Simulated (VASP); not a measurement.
# In7P8 (a cell with a defect) in VASP: single point with PBE

Aim: the single point of In7P8 (a cell with a defect) with PBE.

Program: VASP 6.6.1. These are calculated values, not measurements. Logs are shortened: lines on timing, memory, paths and dates and some standing lists are left out, and cuts for length are marked.

### Step 1. The cell of the first run

The cell holds a defect, 15 atoms: a = 8.193 Å, b = 8.193 Å, c = 8.193 Å, α = 60.00°, β = 60.00°, γ = 60.00°.

### Step 2. Single point, PBE

INCAR

```
  PREC = Accurate
  ENCUT = 520
  EDIFF = 1E-7
  ISMEAR = -1
  SIGMA = 0.1
  LREAL = Auto
  LASPH = True
  NELM = 60
  ALGO = Normal
  ISIF = 2
  LWAVE = False
  LCHARG = False
  GGA = PE
  NBANDS = 78
```

KPOINTS

```
regular mesh
0
Gamma
  2 2 2
```

POSCAR

```
In7P8
1.0
    0.0000000000      5.7931160000      5.7931160000
    5.7931160000      0.0000000000      5.7931160000
    5.7931160000      5.7931160000      0.0000000000
P In
8 7
Direct
    0.1263224317      0.1257892126      0.1223499581
    0.1264062380      0.1258153643      0.6261509350
    0.1583307671      0.6139841667      0.1143230172
    0.1263357233      0.6220176672      0.6261173607
    0.6141869074      0.1578837710      0.1143269011
    0.6223926812      0.1258659416      0.6261597386
    0.6145847934      0.6139937471      0.1141023242
    0.6142928952      0.6138592771      0.6579652470
   -0.0061595521     -0.0063527124      0.0065358608
    0.0002666095     -0.0000380624      0.5002588417
   -0.0057124698      0.5061911413      0.0065536406
   -0.0060841178      0.5062299805      0.4939586917
    0.5066987266     -0.0064101081      0.0065316317
    0.5067398961      0.9933988893     -0.5060430345
    0.5066935480      0.5061924360      0.4935747014
```

Potentials or basis: VASP PAW PBE potentials, release 64 (P, In_d).

Launch:

```
$ cat potpaw_PBE.64/P/POTCAR potpaw_PBE.64/In_d/POTCAR > POTCAR
$ mpirun -np 1 vasp_std > vasp.out
```

OUTCAR:

```text
PREC = Accurate
   ENCUT = 520
   EDIFF = 1E-7
   ISMEAR = -1
   LREAL = Auto
   LASPH = True
   NELM = 60
   ISIF = 2
   GGA = PE

 ion  position               nearest neighbor table
   1  0.126  0.126  0.122-  10 2.53  13 2.55  11 2.55   9 2.55
   2  0.126  0.126  0.626-  10 2.53  14 2.55   9 2.55  12 2.55
   3  0.158  0.614  0.114-  11 2.55  12 2.55   9 2.55
   4  0.126  0.622  0.626-  10 2.53  15 2.55  12 2.55  11 2.55
   5  0.614  0.158  0.114-  13 2.55   9 2.55  14 2.55
   6  0.622  0.126  0.626-  10 2.53  14 2.55  15 2.55  13 2.55
   7  0.615  0.614  0.114-  15 2.55  13 2.55  11 2.55
   8  0.614  0.614  0.658-  14 2.55  12 2.55  15 2.55
   9  0.994  0.994  0.007-   2 2.55   1 2.55   5 2.55   3 2.55  13 3.99  11 3.99  14 3.99  12 3.99
[... 8 lines left out ...]
  14  0.507  0.993  0.494-   6 2.55   2 2.55   8 2.55   5 2.55  12 3.99   9 3.99  13 3.99  15 3.99

  15  0.507  0.506  0.494-   6 2.55   4 2.55   7 2.55   8 2.55  13 3.99  11 3.99  14 3.99  12 3.99

  LATTYP: Found a face centered cubic cell.
 ALAT       =    11.5862320000

  Lattice vectors:

 A1 = (   0.0000000000,   5.7931160000,   5.7931160000)
 A2 = (   5.7931160000,   0.0000000000,   5.7931160000)
 A3 = (   5.7931160000,   5.7931160000,   0.0000000000)

Analysis of symmetry for initial positions (statically):
=====================================================================
 Subroutine PRICEL returns:
 Original cell was already a primitive cell.

 Routine SETGRP: Setting up the symmetry group for a
 face centered cubic supercell.

 Subroutine GETGRP returns: Found  1 space group operations
 (whereof  1 operations were pure point group operations)
 out of a pool of 48 trial point group operations.

The static configuration has the point symmetry C_1 .

Analysis of symmetry for dynamics (positions and initial velocities):
=====================================================================
 Subroutine PRICEL returns:
 Original cell was already a primitive cell.

 Routine SETGRP: Setting up the symmetry group for a
 face centered cubic supercell.

 Subroutine GETGRP returns: Found  1 space group operations
 (whereof  1 operations were pure point group operations)
 out of a pool of 48 trial point group operations.

The dynamic configuration has the point symmetry C_1 .

 Subroutine INISYM returns: Found  1 space group operations
 (whereof  1 operations are pure point group operations),
 and found     1 'primitive' translations

----------------------------------------------------------------------------------------

                                     Primitive cell

  volume of cell :     388.8362

  direct lattice vectors                    reciprocal lattice vectors
     0.000000000  5.793116000  5.793116000    -0.086309337  0.086309337  0.086309337
     5.793116000  0.000000000  5.793116000     0.086309337 -0.086309337  0.086309337
     5.793116000  5.793116000  0.000000000     0.086309337  0.086309337 -0.086309337

  length of vectors
     8.192703216  8.192703216  8.192703216     0.149492157  0.149492157  0.149492157

  position of ions in fractional coordinates (direct lattice)
     0.126322432  0.125789213  0.122349958
     0.126406238  0.125815364  0.626150935
     0.158330767  0.613984167  0.114323017
     0.126335723  0.622017667  0.626117361
     0.614186907  0.157883771  0.114326901
     0.622392681  0.125865942  0.626159739
     0.614584793  0.613993747  0.114102324
     0.614292895  0.613859277  0.657965247
     0.993840448  0.993647288  0.006535861
     0.000266610  0.999961938  0.500258842
     0.994287530  0.506191141  0.006553641
     0.993915882  0.506229981  0.493958692
     0.506698727  0.993589892  0.006531632
     0.506739896  0.993398889  0.493956965
     0.506693548  0.506192436  0.493574701

  ion indices of the primitive-cell ions
   primitive index   ion index
                 1           1
                 2           2
                 3           3
                 4           4
                 5           5
                 6           6
                 7           7
                 8           8
                 9           9
                10          10
                11          11
                12          12
                13          13
                14          14
                15          15

----------------------------------------------------------------------------------------

 KPOINTS: regular mesh

Automatic generation of k-mesh.
 Grid dimensions read from file:
 generate k-points for:    2    2    2

 Generating k-lattice:

  Cartesian coordinates                     Fractional coordinates (reciprocal lattice)
    -0.043154668  0.043154668  0.043154668     0.500000000  0.000000000  0.000000000
     0.043154668 -0.043154668  0.043154668     0.000000000  0.500000000  0.000000000
     0.043154668  0.043154668 -0.043154668     0.000000000  0.000000000  0.500000000

  Length of vectors
     0.074746078  0.074746078  0.074746078

  Shift w.r.t. Gamma in fractional coordinates (k-lattice)
     0.000000000  0.000000000  0.000000000

 Subroutine IBZKPT returns following result:
 ===========================================

 Found      8 irreducible k-points:

 Following reciprocal coordinates:
            Coordinates               Weight
  0.000000  0.000000  0.000000      1.000000
  0.500000  0.000000  0.000000      1.000000
  0.000000  0.500000  0.000000      1.000000
  0.000000  0.000000  0.500000      1.000000
  0.500000  0.500000  0.500000      1.000000
  0.500000  0.500000  0.000000      1.000000
  0.000000  0.500000  0.500000      1.000000
  0.500000  0.000000  0.500000      1.000000
   k-points           NKPTS =      8   k-points in BZ     NKDIM =      8   number of bands    NBANDS=     78
   number of dos      NEDOS =    301   number of ions     NIONS =     15
   total plane-waves  NPLWV = 262144
   dimension x,y,z NGX =    64 NGY =   64 NGZ =   64
   dimension x,y,z NGXF=   128 NGYF=  128 NGZF=  128
   ions per type =               8   7
   NGX,Y,Z   is equivalent  to a cutoff of  12.99, 12.99, 12.99 a.u.
   NGXF,Y,Z  is equivalent  to a cutoff of  25.97, 25.97, 25.97 a.u.
 SYSTEM =  unknown system
   PREC   = accura    normal or accurate (medium, high low for compatibility)
   ISTART =      0    job   : 0-new  1-cont  2-samecut
   ICHARG =      2    charge: 1-file 2-atom 10-const
   ISPIN  =      1    spin polarized calculation?
   LNONCOLLINEAR =      F non collinear calculations
   LSORBIT =      F    spin-orbit coupling
   LASPH  =      T    aspherical Exc in radial PAW
   ENCUT  =  520.0 eV  38.22 Ry    6.18 a.u.  15.23 15.23 15.23*2*pi/ulx,y,z
   NELM   =     60;   NELMIN=  2; NELMDL= -5     # of ELM steps
   EDIFF  = 0.1E-06   stopping-criterion for ELM
   LREAL  =      T    real-space projection
   EDIFFG = 0.1E-05   stopping-criterion for IOM
   NSW    =      0    number of steps for IOM
   IBRION =     -1    ionic relax: 0-MD 1-quasi-New 2-CG
   NFREE  =      0    steps in history (QN), initial steepest desc. (CG)
   ISIF   =      2    stress and relaxation
   ISYM   =      2    0-nonsym 1-usesym 2-fastsym
   POTIM  = 0.5000    time-step for ionic-motion
   TEBEG  =    0.0;   TEEND  =   0.0 temperature during run
   PSTRESS=    0.0 pullay stress
   NELECT =     131.0000    total number of electrons
   NUPDOWN=      -1.0000    fix difference up-down
   EMIN   =  10.00;   EMAX   =-10.00  energy-range for DOS
   EFERMI =   0.00;   METHOD = LEGACY
   ISMEAR =    -1;   SIGMA  =   0.10  broadening in eV -4-tet -1-fermi 0-gaus
   EFERMI_NEDOS =   21; number of points for ismear=-14 and -15
   IALGO  =     38    algorithm
   IMIX   =      4    mixing-type and parameters
     AMIX     =   0.40;   BMIX     =  1.00
     AMIX_MAG =   1.60;   BMIX_MAG =  1.00
  volume/ion in A,a.u.               =      25.92       174.93
  Fermi-wavevector in a.u.,A,eV,Ry     =   1.139138  2.152659 17.655404  1.297636
  Thomas-Fermi vector in A             =   2.275842
   LORBIT       =      0    0 simple, 1 ext, 2 COOP (PROOUT), +10 PAW based schemes
   GGA     = PE    functional components
   LHFCALC =     F    Hartree Fock is set to
   AEXX    =    0.0000 exact exchange contribution
   IVDW    =     0    specifies the selected vdW correction
   LEPSILON=     F    determine dielectric tensor
   LRPA    =     F    only Hartree local field effects (RPA)
 non-spin polarized calculation
  energy-cutoff  :      520.00
  volume of cell :      388.84
 maximum number of plane-waves:     10489
 NGX is ok and might be reduce to    64
   NGX = 31   NGY = 31   NGZ = 31

 number of electron     130.9999983 magnetization

 Free energy of the ion-electron system (eV)
  ---------------------------------------------------
  ext. energy  EPLUGINS =         0.00000000
  ---------------------------------------------------
  free energy    TOTEN  =       -60.18227104 eV

  energy without entropy =      -59.90642872  energy(sigma->0) =      -60.04434988

 E-fermi :   4.5184     XC(G=0):  -9.1408

 val. band max:        4.3791972058   @ k =   0.0000   0.5000   0.5000
 cond. band min:       4.6693354361   @ k =   0.5000   0.0000   0.0000
 fundamental gap:      0.2901382303
 Fermi energy:         4.5184010391

 k-point     1 :       0.0000    0.0000    0.0000
  band No.  band energies     occupation
      1      -9.6613      2.00000
      2      -9.6610      2.00000
      3      -9.6609      2.00000
      4      -9.6218      2.00000
      5      -9.5480      2.00000
      6      -9.5478      2.00000
[... 629 lines left out ...]
     76       9.0464      0.00000
     77       9.0471      0.00000
 [bands above 77 left out]

------------------------ aborting loop because EDIFF is reached ----------------------------------------

  FORCE on cell =-STRESS in cart. coord.  units (eV):
  Direction    XX          YY          ZZ          XY          YZ          ZX
  --------------------------------------------------------------------------------------
  -------------------------------------------------------------------------------------
  Total        4.5493663      4.5633602      4.5451510      0.0124887      0.0083644      0.0029140
  in kB       18.7454046     18.8030658     18.7280357      0.0514588      0.0344652      0.0120068
  external PRESSURE =      18.7588354 kB  Pullay stress =       0.0000000 kB

 VOLUME and BASIS-vectors are now :
 -----------------------------------------------------------------------------
  energy-cutoff  :      520.00
  volume of cell :      388.84
      direct lattice vectors                 reciprocal lattice vectors
     0.000000000  5.793116000  5.793116000    -0.086309337  0.086309337  0.086309337
     5.793116000  0.000000000  5.793116000     0.086309337 -0.086309337  0.086309337
     5.793116000  5.793116000  0.000000000     0.086309337  0.086309337 -0.086309337

 POSITION                                       TOTAL-FORCE (eV/Angst)
 -----------------------------------------------------------------------------------
      1.43750      1.44059      1.46051        -0.000135     -0.005242     -0.000855
      4.35623      4.35965      1.46115         0.003755     -0.003999     -0.003158
      4.21917      1.57952      4.47411         0.001048     -0.005506     -0.003489
      7.23059      4.35905      4.33530         0.001456     -0.000885     -0.003836
      1.57695      4.22037      4.47270        -0.004003      0.002155      0.000240
      4.35657      7.23301      4.33475        -0.001068     -0.000024     -0.001700
      4.21795      4.22137      7.11730        -0.004459     -0.001958      0.001689
      7.36783      7.37034      7.11483        -0.004254      0.000004     -0.000375
      5.79418      5.79530     11.51375         0.001193      0.000776      0.004351
      8.69095      2.89960      5.79444         0.003369      0.017707      0.007409
      2.97039      5.79799      8.69245        -0.007361     -0.000704      0.003400
      5.79421      8.61943      8.69052        -0.001237      0.004108     -0.000070
      5.79382      2.97320      8.69135         0.003035     -0.007777      0.001082
      8.61643      5.79715      8.69048         0.003311      0.000981      0.001827
      5.79177      5.79467      5.86777         0.005348      0.000365     -0.006515
 -----------------------------------------------------------------------------------
    total drift:                                0.015430      0.019037      0.019353

  FREE ENERGIE OF THE ION-ELECTRON SYSTEM (eV)
  ---------------------------------------------------
  free  energy   TOTEN  =       -60.1822710444 eV

  energy  without entropy=      -59.9064287209  energy(sigma->0) =      -60.04434988
```

Run time: 6 min. Hardware: 1 thread of Intel Xeon 6975P-C (Granite Rapids), shared host; peak memory 0.6 GiB.

What came out:

| Property | Result |
| --- | --- |
| Free energy | -60.1823 eV |
| Pressure | 1.9 GPa |
| Largest force | 0.019 eV/Å |
| Band gap on the k mesh | zero (an odd number of electrons rules out a gap without spin polarisation) |

Forces on the atoms (eV/Å):
```
P    0.000 -0.005 -0.001
P    0.004 -0.004 -0.003
P    0.001 -0.006 -0.003
P    0.001 -0.001 -0.004
P   -0.004  0.002  0.000
P   -0.001  0.000 -0.002
P   -0.004 -0.002  0.002
P   -0.004  0.000  0.000
In   0.001  0.001  0.004
In   0.003  0.018  0.007
In  -0.007 -0.001  0.003
In  -0.001  0.004  0.000
In   0.003 -0.008  0.001
In   0.003  0.001  0.002
In   0.005  0.000 -0.007
```

Levels at points of the mesh, in eV from the Fermi level:
| k point | band 62 | band 63 | band 64 | band 65 | band 66 | band 67 | band 68 | band 69 |
| --- | --- | --- | --- | --- | --- | --- | --- | --- |
| (0.00, 0.00, 0.00) | -0.24 | -0.24 | -0.24 | 0.45 | 0.45 | 0.45 | 1.40 | 1.93 |
| (0.50, 0.00, 0.00) | -0.94 | -0.94 | -0.19 | -0.19 | 0.15 | 0.15 | 2.32 | 2.40 |
| (0.00, 0.50, 0.00) | -0.94 | -0.94 | -0.19 | -0.19 | 0.15 | 0.15 | 2.32 | 2.40 |
| (0.00, 0.00, 0.50) | -0.94 | -0.94 | -0.19 | -0.19 | 0.15 | 0.15 | 2.32 | 2.40 |
| (0.50, 0.50, 0.50) | -0.94 | -0.94 | -0.19 | -0.19 | 0.15 | 0.15 | 2.32 | 2.40 |
| (0.50, 0.50, 0.00) | -0.97 | -0.97 | -0.77 | -0.53 | -0.14 | -0.14 | 2.93 | 3.00 |
| (0.00, 0.50, 0.50) | -0.97 | -0.96 | -0.77 | -0.53 | -0.14 | -0.14 | 2.93 | 3.00 |
| (0.50, 0.00, 0.50) | -0.97 | -0.97 | -0.77 | -0.53 | -0.14 | -0.14 | 2.93 | 3.00 |

Caveat: the k points lie up to 0.47 Å⁻¹ apart, too coarse for converged energies and pressures of a metal; spin-orbit coupling is left out, which moves the levels of the heavy elements.
